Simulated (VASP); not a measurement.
## C: single point with PBEsol

C:

```
CELL_PARAMETERS angstrom
2.49876 0.00000 0.00000
-1.24938 2.16399 0.00000
0.00000 0.00000 4.16056
ATOMIC_POSITIONS crystal
C 0.33333 0.66667 0.99980
C 0.66667 0.33333 0.49980
C 0.33333 0.66667 0.37420
C 0.66667 0.33333 0.87420
```

* Program: VASP 6.6.1
* Task: single point
* Functional: PBEsol
* Potentials or basis: VASP PAW PBE potentials, release 64 (C)
* Cutoff: 600 eV
* k mesh: 9 × 9 × 6
* Occupations: gaussian, width 0.01 eV
* Spin: no spin polarisation

- Pressure: 0.5 GPa
- Largest force: 0.006 eV/Å
- Band gap on the k mesh: 3.04 eV (least direct gap 4.92 eV)

Forces in eV/Å, atoms in the order of the input:
```
C    0.000  0.000  0.006
C    0.000  0.000  0.006
C    0.000  0.000 -0.006
C    0.000  0.000 -0.006
```

Levels at points of the mesh, in eV from the valence-band top:
```csv
k point,band 4,band 5,band 6,band 7,band 8,band 9,band 10,band 11,band 12,band 13
"(0.00, 0.00, 0.00)",-3.12,-3.12,-0.51,0.00,0.00,4.92,4.92,5.30,8.22,9.53
"(0.00, 0.00, 0.50)",-7.13,-1.88,-1.88,-1.88,-1.88,7.22,7.22,7.22,7.22,7.68
```

It took 16 s on 1 thread of AMD EPYC 7R43 64-Core Processor (Zen 3), with other jobs on the host, peak memory 0.1 GiB.

Caveat: the PAW data sets were made with another functional, which shifts forces and pressure a little; an odd mesh through Γ misses points on the zone boundary, where band edges can lie.
